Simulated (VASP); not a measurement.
# MgCd3O (P4mm) in VASP: further runs

MgCd3O is run at these levels: PBE; tasks: single point.

All numbers are computed with VASP 6.6.1; they aren't measurements. Logs are shortened: lines on timing, memory, paths and dates and some standing lists are left out, and cuts for length are marked.

**1. The cell of the first run**

Symmetry: P4mm, No. 99, tetragonal system. Conventional cell: a = 4.488 Å, b = 4.488 Å, c = 5.062 Å, α = 90.00°, β = 90.00°, γ = 90.00°. Mg (site symmetry 4mm) has 2 Cd at 2.30 to 2.76 Å within 3.0 Å. Within 3.0 Å of Cd (site symmetry 2mm) lie 2 O at 2.27 Å and 2 Cd at 2.28 Å. Within 3.0 Å of Cd (site symmetry 4mm) lie 4 Cd at 2.28 Å and 2 Mg at 2.30 to 2.76 Å. Within 3.0 Å of O (site symmetry 4mm) lie 4 Cd at 2.27 Å.

The cell was generated, and may not be a known phase.

**2. Single point, PBE, collinear spin, ferromagnetic start**

The input, INCAR:

```
  ALGO = Normal
  EDIFF = 1E-6
  ENCUT = 840
  GGA = PE
  GGA_COMPAT = False
  ISIF = 2
  ISMEAR = 0
  ISPIN = 2
  LASPH = True
  LCHARG = False
  LORBIT = 11
  LREAL = False
  LWAVE = False
  MAGMOM = 0 0 0 0 1
  NBANDS = 50
  NELM = 200
  PREC = Accurate
  SIGMA = 0.1
```

The input, KPOINTS:

```
k-points
0
Gamma
  4 4 4
```

The input, POSCAR:

```
MgCd3O
1.0
    4.4877220700      0.0000000000      0.0000000000
    0.0000000000      4.4877220700      0.0000000000
    0.0000000000      0.0000000000      5.0619580200
Mg Cd O
1 3 1
Direct
    0.5000000000      0.5000000000      0.5804528200
    0.5000000000      0.0000000000      0.0426836700
    0.0000000000      0.5000000000      0.0426836700
    0.5000000000      0.5000000000      0.1263733200
    0.0000000000      0.0000000000      0.9745571500
```

Potentials or basis: VASP PAW PBE potentials, release 64 (Mg_sv, Cd_sv_GW, O).

Launch:

```console
> cat potpaw_PBE.64/Mg_sv/POTCAR potpaw_PBE.64/Cd_sv_GW/POTCAR potpaw_PBE.64/O/POTCAR > POTCAR
> mpirun -np 1 vasp_std > vasp.out
```

OUTCAR:

```text
EDIFF = 1E-6
   ENCUT = 840
   GGA = PE
   ISIF = 2
   ISMEAR = 0
   ISPIN = 2
   LASPH = True
   LORBIT = 11
   LREAL = False
   NELM = 200
   PREC = Accurate

 ion  position               nearest neighbor table
   1  0.500  0.500  0.580-   4 2.30
   2  0.500  0.000  0.043-   5 2.27   5 2.27   4 2.28   4 2.28
   3  0.000  0.500  0.043-   5 2.27   5 2.27   4 2.28   4 2.28
   4  0.500  0.500  0.126-   2 2.28   3 2.28   2 2.28   3 2.28   1 2.30
   5  0.000  0.000  0.975-   2 2.27   3 2.27   3 2.27   2 2.27

  LATTYP: Found a simple tetragonal cell.
 ALAT       =     4.4877220700
 C/A-ratio  =     1.1279571108

  Lattice vectors:

 A1 = (   4.4877220700,   0.0000000000,   0.0000000000)
 A2 = (   0.0000000000,   4.4877220700,   0.0000000000)
 A3 = (   0.0000000000,   0.0000000000,   5.0619580200)

Analysis of symmetry for initial positions (statically):
=====================================================================
 Subroutine PRICEL returns:
 Original cell was already a primitive cell.

 Routine SETGRP: Setting up the symmetry group for a
 simple tetragonal supercell.

 Subroutine GETGRP returns: Found  8 space group operations
 (whereof  8 operations were pure point group operations)
 out of a pool of 16 trial point group operations.

The static configuration has the point symmetry C_4v.

Analysis of symmetry for dynamics (positions and initial velocities):
=====================================================================
 Subroutine PRICEL returns:
 Original cell was already a primitive cell.

 Routine SETGRP: Setting up the symmetry group for a
 simple tetragonal supercell.

 Subroutine GETGRP returns: Found  8 space group operations
 (whereof  8 operations were pure point group operations)
 out of a pool of 16 trial point group operations.

The dynamic configuration has the point symmetry C_4v.

Analysis of structural, dynamic, and magnetic symmetry:
=====================================================================
 Subroutine PRICEL returns:
 Original cell was already a primitive cell.

 Routine SETGRP: Setting up the symmetry group for a
 simple tetragonal supercell.

 Subroutine GETGRP returns: Found  8 space group operations
 (whereof  8 operations were pure point group operations)
 out of a pool of 16 trial point group operations.

The overall configuration has the point symmetry C_4v.

 Subroutine INISYM returns: Found  8 space group operations
 (whereof  8 operations are pure point group operations),
 and found     1 'primitive' translations

----------------------------------------------------------------------------------------

                                     Primitive cell

  volume of cell :     101.9461

  direct lattice vectors                    reciprocal lattice vectors
     4.487722070  0.000000000  0.000000000     0.222830199  0.000000000  0.000000000
     0.000000000  4.487722070  0.000000000     0.000000000  0.222830199  0.000000000
     0.000000000  0.000000000  5.061958020     0.000000000  0.000000000  0.197552014

  length of vectors
     4.487722070  4.487722070  5.061958020     0.222830199  0.222830199  0.197552014

  position of ions in fractional coordinates (direct lattice)
     0.500000000  0.500000000  0.580452820
     0.500000000  0.000000000  0.042683670
     0.000000000  0.500000000  0.042683670
     0.500000000  0.500000000  0.126373320
     0.000000000  0.000000000  0.974557150

  ion indices of the primitive-cell ions
   primitive index   ion index
                 1           1
                 2           2
                 3           3
                 4           4
                 5           5

----------------------------------------------------------------------------------------

 KPOINTS: k-points

Automatic generation of k-mesh.
 Grid dimensions read from file:
 generate k-points for:    4    4    4

 Generating k-lattice:

  Cartesian coordinates                     Fractional coordinates (reciprocal lattice)
     0.055707550  0.000000000  0.000000000     0.250000000  0.000000000  0.000000000
     0.000000000  0.055707550  0.000000000     0.000000000  0.250000000  0.000000000
     0.000000000  0.000000000  0.049388003     0.000000000  0.000000000  0.250000000

  Length of vectors
     0.055707550  0.055707550  0.049388003

  Shift w.r.t. Gamma in fractional coordinates (k-lattice)
     0.000000000  0.000000000  0.000000000

 Subroutine IBZKPT returns following result:
 ===========================================

 Found     18 irreducible k-points:

 Following reciprocal coordinates:
            Coordinates               Weight
  0.000000  0.000000  0.000000      1.000000
  0.250000  0.000000  0.000000      4.000000
  0.500000  0.000000  0.000000      2.000000
  0.250000  0.250000  0.000000      4.000000
  0.500000  0.250000  0.000000      4.000000
  0.500000  0.500000  0.000000      1.000000
[... 10 lines left out ...]
  0.500000  0.250000  0.500000      4.000000
  0.500000  0.500000  0.500000      1.000000
   k-points           NKPTS =     18   k-points in BZ     NKDIM =     18   number of bands    NBANDS=     50
   number of dos      NEDOS =    301   number of ions     NIONS =      5
   total plane-waves  NPLWV =  84672
   dimension x,y,z NGX =    42 NGY =   42 NGZ =   48
   dimension x,y,z NGXF=    84 NGYF=   84 NGZF=   96
   ions per type =               1   3   1
   NGX,Y,Z   is equivalent  to a cutoff of  15.56, 15.56, 15.76 a.u.
   NGXF,Y,Z  is equivalent  to a cutoff of  31.12, 31.12, 31.53 a.u.
 SYSTEM =  unknown system
   PREC   = accura    normal or accurate (medium, high low for compatibility)
   ISTART =      0    job   : 0-new  1-cont  2-samecut
   ICHARG =      2    charge: 1-file 2-atom 10-const
   ISPIN  =      2    spin polarized calculation?
   LNONCOLLINEAR =      F non collinear calculations
   LSORBIT =      F    spin-orbit coupling
   LASPH  =      T    aspherical Exc in radial PAW
   ENCUT  =  840.0 eV  61.74 Ry    7.86 a.u.  10.61 10.61 11.96*2*pi/ulx,y,z
   NELM   =    200;   NELMIN=  2; NELMDL= -5     # of ELM steps
   EDIFF  = 0.1E-05   stopping-criterion for ELM
   LREAL  =      F    real-space projection
   EDIFFG = 0.1E-04   stopping-criterion for IOM
   NSW    =      0    number of steps for IOM
   IBRION =     -1    ionic relax: 0-MD 1-quasi-New 2-CG
   NFREE  =      0    steps in history (QN), initial steepest desc. (CG)
   ISIF   =      2    stress and relaxation
   ISYM   =      2    0-nonsym 1-usesym 2-fastsym
   POTIM  = 0.5000    time-step for ionic-motion
   TEBEG  =    0.0;   TEEND  =   0.0 temperature during run
   PSTRESS=    0.0 pullay stress
   NELECT =      76.0000    total number of electrons
   NUPDOWN=      -1.0000    fix difference up-down
   EMIN   =  10.00;   EMAX   =-10.00  energy-range for DOS
   EFERMI =   0.00;   METHOD = LEGACY
   ISMEAR =     0;   SIGMA  =   0.10  broadening in eV -4-tet -1-fermi 0-gaus
   EFERMI_NEDOS =   21; number of points for ismear=-14 and -15
   IALGO  =     38    algorithm
   IMIX   =      4    mixing-type and parameters
     AMIX     =   0.40;   BMIX     =  1.00
     AMIX_MAG =   1.60;   BMIX_MAG =  1.00
  volume/ion in A,a.u.               =      20.39       137.59
  Fermi-wavevector in a.u.,A,eV,Ry     =   1.484417  2.805141 29.980348  2.203493
  Thomas-Fermi vector in A             =   2.597956
   LORBIT       =     11    0 simple, 1 ext, 2 COOP (PROOUT), +10 PAW based schemes
   GGA     = PE    functional components
   LHFCALC =     F    Hartree Fock is set to
   AEXX    =    0.0000 exact exchange contribution
   IVDW    =     0    specifies the selected vdW correction
   LEPSILON=     F    determine dielectric tensor
   LRPA    =     F    only Hartree local field effects (RPA)
 spin polarized calculation
 Gauss-broadening in eV      SIGMA  =   0.10
  energy-cutoff  :      840.00
  volume of cell :      101.95
 maximum number of plane-waves:      5664
   NGX = 21   NGY = 21   NGZ = 23

 number of electron      75.9999977 magnetization      -0.0946683

 number of electron      75.9999977 magnetization       0.0000954

 Free energy of the ion-electron system (eV)
  ---------------------------------------------------
  ext. energy  EPLUGINS =         0.00000000
  ---------------------------------------------------
  free energy    TOTEN  =        -3.46898410 eV

  energy without entropy =       -3.45652400  energy(sigma->0) =       -3.46275405

 E-fermi :   4.5088     XC(G=0):  -9.8461

 val. band max:        4.4608702976   @ k =   0.2500   0.2500   0.0000
 cond. band min:       4.5418358509   @ k =   0.2500   0.2500   0.2500
 fundamental gap:      0.0809655534
 Fermi energy:         4.5087724147

 spin component 1

 k-point     1 :       0.0000    0.0000    0.0000
  band No.  band energies     occupation
      1    -100.0708      1.00000
      2     -98.6146      1.00000
      3     -98.6134      1.00000
      4     -71.9664      1.00000
      5     -61.2760      1.00000
      6     -61.2760      1.00000
[... 943 lines left out ...]
     49      16.8562      0.00000
     50      16.9938      0.00000
 Fermi energy:         4.5087724147

 spin component 2

 k-point     1 :       0.0000    0.0000    0.0000
  band No.  band energies     occupation
      1    -100.0707      1.00000
      2     -98.6146      1.00000
      3     -98.6134      1.00000
      4     -71.9664      1.00000
      5     -61.2760      1.00000
      6     -61.2760      1.00000
[... 943 lines left out ...]
     49      16.7863      0.00000
     50      16.9110      0.00000

------------------------ aborting loop because EDIFF is reached ----------------------------------------

  FORCE on cell =-STRESS in cart. coord.  units (eV):
  Direction    XX          YY          ZZ          XY          YZ          ZX
  --------------------------------------------------------------------------------------
  -------------------------------------------------------------------------------------
  Total       28.2428070     28.2428070     10.8540705      0.0000000      0.0000000      0.0000000
  in kB      443.8620315    443.8620315    170.5818327      0.0000000      0.0000000      0.0000000
  external PRESSURE =     352.7686319 kB  Pullay stress =       0.0000000 kB

 VOLUME and BASIS-vectors are now :
 -----------------------------------------------------------------------------
  energy-cutoff  :      840.00
  volume of cell :      101.95
      direct lattice vectors                 reciprocal lattice vectors
     4.487722070  0.000000000  0.000000000     0.222830199  0.000000000  0.000000000
     0.000000000  4.487722070  0.000000000     0.000000000  0.222830199  0.000000000
     0.000000000  0.000000000  5.061958020     0.000000000  0.000000000  0.197552014

 POSITION                                       TOTAL-FORCE (eV/Angst)
 -----------------------------------------------------------------------------------
      2.24386      2.24386      2.93823         0.000000      0.000000      2.621955
      2.24386      0.00000      0.21606         0.000000      0.000000     -1.707573
      0.00000      2.24386      0.21606         0.000000     -0.000000     -1.707573
      2.24386      2.24386      0.63970         0.000000      0.000000      1.389396
      0.00000      0.00000      4.93317         0.000000      0.000000     -0.596205
 -----------------------------------------------------------------------------------
    total drift:                                0.000000     -0.000000     -0.003820

  FREE ENERGIE OF THE ION-ELECTRON SYSTEM (eV)
  ---------------------------------------------------
  free  energy   TOTEN  =        -3.4689840989 eV

  energy  without entropy=       -3.4565239983  energy(sigma->0) =       -3.46275405

 total charge

# of ion       s       p       d       f       tot
--------------------------------------------------
    1        2.141   5.987   0.009   0.000   8.137
    2        2.377   6.277   9.166   0.018  17.837
    3        2.377   6.277   9.166   0.018  17.837
    4        2.504   6.526   9.075   0.022  18.126
    5        1.604   3.287   0.000   0.000   4.891
--------------------------------------------------
tot         11.003  28.353  27.415   0.058  66.829

 magnetization (x)

# of ion       s       p       d       f       tot
--------------------------------------------------
    1       -0.000   0.000   0.000   0.000  -0.000
    2        0.000  -0.000   0.000  -0.000   0.000
    3        0.000  -0.000   0.000  -0.000   0.000
    4       -0.000   0.000   0.000   0.000   0.000
    5       -0.000   0.000   0.000   0.000   0.000
--------------------------------------------------
tot          0.000   0.000   0.000  -0.000   0.000
```

Wall time 4.3 min (1 thread of AMD EPYC 9R45 (Zen 5), shared host); peak memory 0.5 GiB.

What came out:

```
Free energy                                           : -3.4690 eV
Pressure                                              : 35.3 GPa
Largest force                                         : 2.622 eV/Å
Band gap on the k mesh                                : zero (filled and empty bands overlap)
Net moment                                            : 0.00 μB per cell
Valence electrons inside the program's atomic spheres : Mg 8.14; Cd 17.84, 18.13 (each value once); O 4.89
```

Forces in eV/Å, atoms in the order of the input:
```
Mg   0.000  0.000  2.622
Cd   0.000  0.000 -1.708
Cd   0.000  0.000 -1.708
Cd   0.000  0.000  1.389
O    0.000  0.000 -0.596
```

Stress tensor (GPa, compression positive):
```
44.39  0.00  0.00
 0.00 44.39  0.00
 0.00  0.00 17.06
```

Levels at points of the mesh, in eV from the Fermi level:
Spin up:
```tsv
k point	band 34	band 35	band 36	band 37	band 38	band 39	band 40	band 41	band 42	band 43
(0.00, 0.00, 0.00)	-4.22	-4.22	-2.91	-0.86	0.85	0.85	1.30	1.55	5.15	6.11
(0.50, 0.00, 0.00)	-3.67	-3.47	-2.24	-1.89	0.09	0.77	1.86	3.36	3.60	4.56
(0.50, 0.50, 0.00)	-5.17	-5.17	-2.13	0.19	0.19	0.96	2.70	2.85	2.85	3.02
(0.00, 0.00, 0.50)	-4.40	-4.16	-4.16	-1.76	1.35	1.35	2.28	3.39	4.21	4.21
(0.50, 0.00, 0.50)	-3.45	-3.44	-3.28	-2.13	-0.91	0.42	1.32	4.76	4.82	5.64
(0.50, 0.50, 0.50)	-4.92	-4.92	-2.26	-1.56	-0.40	-0.40	1.51	1.51	4.36	4.95
```
Spin down:
| k point | band 35 | band 36 | band 37 | band 38 | band 39 | band 40 | band 41 | band 42 |
| --- | --- | --- | --- | --- | --- | --- | --- | --- |
| (0.00, 0.00, 0.00) | -4.22 | -2.91 | -0.86 | 0.85 | 0.85 | 1.30 | 1.55 | 5.15 |
| (0.50, 0.00, 0.00) | -3.47 | -2.24 | -1.89 | 0.09 | 0.77 | 1.86 | 3.36 | 3.60 |
| (0.50, 0.50, 0.00) | -5.17 | -2.13 | 0.19 | 0.19 | 0.96 | 2.70 | 2.85 | 2.85 |
| (0.00, 0.00, 0.50) | -4.16 | -4.16 | -1.76 | 1.35 | 1.35 | 2.28 | 3.39 | 4.21 |
| (0.50, 0.00, 0.50) | -3.44 | -3.28 | -2.13 | -0.91 | 0.42 | 1.32 | 4.76 | 4.82 |
| (0.50, 0.50, 0.50) | -4.92 | -2.26 | -1.56 | -0.40 | -0.40 | 1.51 | 1.51 | 4.36 |

Caveat: the stress differs along the axes, from 17 to 44 GPa; forces of over 1 eV/Å act on the atoms, so gaps and moduli don't describe the material at rest.

**3. Single point, PBE, collinear spin, ferromagnetic start**

This run uses another cell than the first one, of 29.01 Å³/atom.

The input, INCAR:

```
SYSTEM = MgCd3O
PREC     = Accurate       ! precision mode
ENCUT    = 600            ! plane-wave cutoff, eV
EDIFF    = 1E-6           ! SCF threshold, eV
ISMEAR   = 0              ! smearing method
SIGMA    = 0.1            ! smearing width, eV
LREAL    = .FALSE.        ! projectors in reciprocal space
LASPH    = .TRUE.         ! aspherical terms in the spheres
NELM     = 200            ! most SCF steps
ALGO     = Normal         ! electronic algorithm
ISIF     = 2              ! what is computed and relaxed
LWAVE    = .FALSE.        ! write WAVECAR
LCHARG   = .FALSE.        ! write CHGCAR
ISPIN    = 2              ! spin polarisation
MAGMOM   = 0 0 0 0 1      ! initial moments
LORBIT   = 11             ! projections on sites
GGA      = PE             ! functional
NBANDS   = 34             ! bands
GGA_COMPAT= .FALSE.
```

The input, KPOINTS:

```
regular mesh
0
G
  4 4 4
  0 0 0
```

The input, POSCAR:

```
MgCd3O
1.0
    4.6155706642      0.0000000000      0.0000000000
    0.0000000000      4.6155706642      0.0000000000
    0.0000000000      0.0000000000      6.8084932785
Mg Cd O
1 3 1
Direct
    0.5000000000      0.5000000000      0.6576980398
    0.5000000000      0.0000000000      0.9523816132
    0.0000000000      0.5000000000      0.9523816132
    0.5000000000      0.5000000000      0.2443919655
    0.0000000000      0.0000000000      0.9598973982
```

Potentials or basis: VASP PAW PBE potentials, release 64 (Mg, Cd, O).

Launch:

```console
> cat potpaw_PBE.64/Mg/POTCAR potpaw_PBE.64/Cd/POTCAR potpaw_PBE.64/O/POTCAR > POTCAR
> mpirun -np 1 vasp_std > vasp.out
```

OUTCAR:

```text
SYSTEM = MgCd3O
   PREC = Accurate
   ENCUT = 600
   EDIFF = 1E-6
   ISMEAR = 0
   LREAL = .FALSE.
   LASPH = .TRUE.
   NELM = 200
   ISIF = 2
   ISPIN = 2
   LORBIT = 11
   GGA = PE

 ion  position               nearest neighbor table
   1  0.500  0.500  0.658-   4 2.81   3 3.06   2 3.06   2 3.06   3 3.06
   2  0.500  0.000  0.952-   5 2.31   5 2.31   4 3.05   4 3.05   1 3.06   1 3.06   3 3.26   3 3.26
                             3 3.26   3 3.26
   3  0.000  0.500  0.952-   5 2.31   5 2.31   4 3.05   4 3.05   1 3.06   1 3.06   2 3.26   2 3.26
[... 1565 lines left out ...]
     0.000000000  0.000000000  6.808493279     0.000000000  0.000000000  0.146875374

 POSITION                                       TOTAL-FORCE (eV/Angst)
 -----------------------------------------------------------------------------------
      2.30779      2.30779      4.47793        -0.000000      0.000000     -0.006307
      2.30779      0.00000      6.48428         0.000000     -0.000000     -0.019177
      0.00000      2.30779      6.48428        -0.000000      0.000000     -0.019177
      2.30779      2.30779      1.66394         0.000000      0.000000      0.046028
      0.00000      0.00000      6.53545        -0.000000      0.000000     -0.001366
 -----------------------------------------------------------------------------------
    total drift:                               -0.000000      0.000000     -0.000568

  FREE ENERGIE OF THE ION-ELECTRON SYSTEM (eV)
  ---------------------------------------------------
  free  energy   TOTEN  =        -8.3855793609 eV

  energy  without entropy=       -8.3706979343  energy(sigma->0) =       -8.37813865

 total charge

# of ion       s       p       d       tot
------------------------------------------
    1        0.261   0.077   0.007   0.344
    2        0.493   0.246   9.529  10.268
    3        0.493   0.246   9.529  10.268
    4        0.658   0.179   9.483  10.320
    5        1.605   3.244   0.000   4.849
--------------------------------------------------
tot          3.510   3.991  28.549  36.050

 magnetization (x)

# of ion       s       p       d       tot
------------------------------------------
    1        0.000   0.000  -0.000   0.000
    2       -0.000  -0.000   0.000  -0.000
    3       -0.000  -0.000   0.000  -0.000
    4        0.000   0.000   0.000   0.000
    5       -0.000   0.000   0.000   0.000
--------------------------------------------------
tot         -0.000   0.000   0.000   0.000
```

stdout:

```text
POSCAR found type information on POSCAR MgCdO
 POSCAR found :  3 types and       5 ions
 scaLAPACK will be used
 LDA part: xc-table for (Slater+PW92), standard interpolation
 POSCAR, INCAR and KPOINTS ok, starting setup
 FFT: planning ... GRIDC
 FFT: planning ... GRID_SOFT
 FFT: planning ... GRID
 WAVECAR not read
 entering main loop
```

Wall time 5.9 min (1 thread of Oxide Virtual Turin-like, shared host); peak memory 0.41 GiB.

Results:

```yaml
Free_energy: -8.3856 eV
Pressure: 0.3 GPa
Largest_force: 0.046 eV/Å
Band_gap_on_the_k_mesh: zero (filled and empty bands overlap)
Net_moment: 0.00 μB per cell
Valence_electrons_inside_the_program's_atomic_spheres: Mg 0.34; Cd 10.27, 10.32 (each value once); O 4.85
```

Forces in eV/Å, atoms in the order of the input:
```
Mg   0.000  0.000 -0.006
Cd   0.000  0.000 -0.019
Cd   0.000  0.000 -0.019
Cd   0.000  0.000  0.046
O    0.000  0.000 -0.001
```

The gap in the log of VASP goes by the Fermi energy; the results here count the filled bands.